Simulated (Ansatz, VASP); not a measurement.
# Si in VASP and in Ansatz

```
Si
1.0
     1.44356   -2.32682    0.00000
     1.44356    2.32682    0.00000
     0.00000    0.00000    2.36462
Si
1
Direct
  0.00000 0.00000 0.00000
```

Alike in both runs: functional PBE; k mesh 8 × 8 × 4; occupations gaussian, width 0.1 eV; no spin polarisation.

Ansatz relaxed the structure, and its values are those at the end. VASP's run is a single point on that final structure, the one shown.

|  | VASP | Ansatz |
| --- | --- | --- |
| version | VASP 6.6.1 | Ansatz 0.2.0 |
| potentials or method | VASP PAW PBE potentials, release 64 (Si), cutoff 520 eV | scalar-relativistic, plane waves, PAW |
| valence electrons in the cell | 4 | 4 |

|  | VASP | Ansatz | Ansatz less VASP |
| --- | --- | --- | --- |
| gap on the k mesh at the Fermi level (eV) | none | none | - |
| pressure (GPa) | 0.0 | 0.1 | +0.06 |

A gap of «none» marks a metal or a gap that the smearing closes. The functional is the same, so the differences come from potentials, cutoffs and numerics.

The k mesh is coarse, so the values compare programs but aren't converged.
